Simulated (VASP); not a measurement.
# Hf4C (I4/m) in VASP: a series of runs, part 2 of 2

VASP 6.6.1. The steps go on from the part before.

## (3) Single point, PBE

This run uses another cell than the first one, of 20.20 Å³/atom.

INCAR

```
SYSTEM = Hf4C
ALGO = Normal ; EDIFF = 1E-7
ENCUT = 520 ; GGA = PE
ISIF = 2 ; ISMEAR = 0
LASPH = .TRUE. ; LCHARG = .FALSE.
LREAL = .FALSE. ; LWAVE = .FALSE.
NBANDS = 30 ; NELM = 80
PREC = Accurate ; SIGMA = 0.1
```

KPOINTS

```
k-points
0
G
  6 6 6
  0 0 0
```

POSCAR

```
Hf4C
1.0
   -3.0702345635      3.0702345635      2.6783454800
    3.0702345635     -3.0702345635      2.6783454800
    3.0702345635      3.0702345635     -2.6783454800
Hf C
4 1
Direct
    0.3257565769      0.1578845111      0.4836410880
    0.1578845111      0.6742434231      0.8321279341
    0.6742434231      0.8421154889      0.5163589120
    0.8421154889      0.3257565769      0.1678720659
    0.0000000000      0.0000000000      0.0000000000
```

Potentials or basis: VASP PAW PBE potentials, release 64 (Hf_pv, C).

The run is started by

```
> cat potpaw_PBE.64/Hf_pv/POTCAR potpaw_PBE.64/C/POTCAR > POTCAR
> mpirun -np 1 vasp_std > vasp.out
```

OUTCAR:

```text
SYSTEM = Hf4C
   EDIFF = 1E-7
   ENCUT = 520
   GGA = PE
   ISIF = 2
   ISMEAR = 0
   LASPH = .TRUE.
   LREAL = .FALSE.
   NELM = 80
   PREC = Accurate

 ion  position               nearest neighbor table
   1  0.326  0.158  0.484-   5 2.22   3 2.89   3 3.05   3 3.05   4 3.14   2 3.14   2 3.33   4 3.33
                             2 3.37   4 3.37   2 3.37   4 3.37
   2  0.158  0.674  0.832-   5 2.22   4 2.89   4 3.05   4 3.05   3 3.14   1 3.14   1 3.33   3 3.33
                             1 3.37   3 3.37   1 3.37   3 3.37
   3  0.674  0.842  0.516-   5 2.22   1 2.89   1 3.05   1 3.05   2 3.14   4 3.14   4 3.33   2 3.33
                             4 3.37   2 3.37   4 3.37   2 3.37
   4  0.842  0.326  0.168-   5 2.22   2 2.89   2 3.05   2 3.05   1 3.14   3 3.14   3 3.33   1 3.33
                             3 3.37   1 3.37   3 3.37   1 3.37
   5  0.000  0.000  0.000-   1 2.22   3 2.22   2 2.22   4 2.22

  LATTYP: Found a body centered tetragonal cell.
 ALAT       =     6.1404691270
 C/A-ratio  =     0.8723585852

  Lattice vectors:

 A1 = (  -3.0702345635,   3.0702345635,   2.6783454800)
 A2 = (   3.0702345635,  -3.0702345635,   2.6783454800)
 A3 = (   3.0702345635,   3.0702345635,  -2.6783454800)

Analysis of symmetry for initial positions (statically):
=====================================================================
 Subroutine PRICEL returns:
 Original cell was already a primitive cell.

 Routine SETGRP: Setting up the symmetry group for a
 body centered tetragonal supercell.

 Subroutine GETGRP returns: Found  8 space group operations
 (whereof  8 operations were pure point group operations)
 out of a pool of 16 trial point group operations.

The static configuration has the point symmetry C_4h.

Analysis of symmetry for dynamics (positions and initial velocities):
=====================================================================
 Subroutine PRICEL returns:
 Original cell was already a primitive cell.

[... 134 lines left out ...]
  volume/ion in A,a.u.               =      20.20       136.30
  Fermi-wavevector in a.u.,A,eV,Ry     =   1.241088  2.345316 20.957038  1.540299
  Thomas-Fermi vector in A             =   2.375501
   LORBIT       =      0    0 simple, 1 ext, 2 COOP (PROOUT), +10 PAW based schemes
   GGA     = PE    functional components
   LHFCALC =     F    Hartree Fock is set to
   AEXX    =    0.0000 exact exchange contribution
   IVDW    =     0    specifies the selected vdW correction
   LEPSILON=     F    determine dielectric tensor
   LRPA    =     F    only Hartree local field effects (RPA)
 non-spin polarized calculation
 Gauss-broadening in eV      SIGMA  =   0.10
  energy-cutoff  :      520.00
  volume of cell :      100.99
 maximum number of plane-waves:      2757
 NGX is ok and might be reduce to    40
   NGX = 19   NGY = 19   NGZ = 19

 number of electron      44.0000001 magnetization

 Free energy of the ion-electron system (eV)
  ---------------------------------------------------
  ext. energy  EPLUGINS =         0.00000000
  ---------------------------------------------------
  free energy    TOTEN  =       -47.77435449 eV

  energy without entropy =      -47.75185476  energy(sigma->0) =      -47.76310462

 E-fermi :   4.4873     XC(G=0): -11.0475

 val. band max:        4.4568917273   @ k =   0.5000  -0.0000   0.0000
 cond. band min:       4.4889136152   @ k =  -0.3333  -0.3333   0.1667
 fundamental gap:      0.0320218879
 Fermi energy:         4.4872691184

 k-point     1 :       0.0000    0.0000    0.0000
  band No.  band energies     occupation
      1     -26.2036      2.00000
      2     -26.0694      2.00000
      3     -26.0694      2.00000
      4     -26.0041      2.00000
      5     -26.0041      2.00000
      6     -25.9958      2.00000
[... 781 lines left out ...]
     29       7.2912      0.00000
     30       7.6632      0.00000

 [... further k-points ...]

------------------------ aborting loop because EDIFF is reached ----------------------------------------

  FORCE on cell =-STRESS in cart. coord.  units (eV):
  Direction    XX          YY          ZZ          XY          YZ          ZX
  --------------------------------------------------------------------------------------
  -------------------------------------------------------------------------------------
  Total       -0.3239589     -0.3239589     -0.2318433      0.0000016      0.0000000      0.0000000
  in kB       -5.1396171     -5.1396171     -3.6782015      0.0000257      0.0000000      0.0000000
  external PRESSURE =      -4.6524785 kB  Pullay stress =       0.0000000 kB

 VOLUME and BASIS-vectors are now :
 -----------------------------------------------------------------------------
  energy-cutoff  :      520.00
  volume of cell :      100.99
      direct lattice vectors                 reciprocal lattice vectors
    -3.070234564  3.070234564  2.678345480     0.000000000  0.162854007  0.186682414
     3.070234564 -3.070234564  2.678345480     0.162854007  0.000000000  0.186682414
     3.070234564  3.070234564 -2.678345480     0.162854007  0.162854007  0.000000000

 POSITION                                       TOTAL-FORCE (eV/Angst)
 -----------------------------------------------------------------------------------
      0.96948      2.00030      0.00000        -0.024821     -0.023632     -0.000000
      4.14017      0.96948      0.00000         0.023632     -0.024821     -0.000000
      2.10075      1.06994      2.67835         0.024821      0.023632      0.000000
     -1.06994      2.10075      2.67835        -0.023632      0.024821     -0.000000
      0.00000      0.00000      0.00000         0.000000     -0.000000     -0.000000
 -----------------------------------------------------------------------------------
    total drift:                                0.000000      0.000000      0.000000

  FREE ENERGIE OF THE ION-ELECTRON SYSTEM (eV)
  ---------------------------------------------------
  free  energy   TOTEN  =       -47.7743544929 eV

  energy  without entropy=      -47.7518547570  energy(sigma->0) =      -47.76310462
```

Run time: 81 s. Hardware: 1 thread of Intel Xeon 6975P-C (Granite Rapids), shared host; peak memory 0.28 GiB.

What came out:

```yaml
Free_energy: -47.7744 eV
Pressure: -0.5 GPa
Largest_force: 0.034 eV/Å
Band_gap_on_the_k_mesh: zero (bands 22 and 23 overlap by 0.43 eV)
```

Forces on the atoms (eV/Å):
```
Hf  -0.025 -0.024  0.000
Hf   0.024 -0.025  0.000
Hf   0.025  0.024  0.000
Hf  -0.024  0.025  0.000
C    0.000  0.000  0.000
```

Stress tensor (GPa, compression positive):
```
-0.51  0.00  0.00
 0.00 -0.51  0.00
 0.00  0.00 -0.37
```

Caveat: spin-orbit coupling is left out, which moves the levels of the heavy elements.

The gap in the log of VASP goes by the Fermi energy; the results here count the filled bands.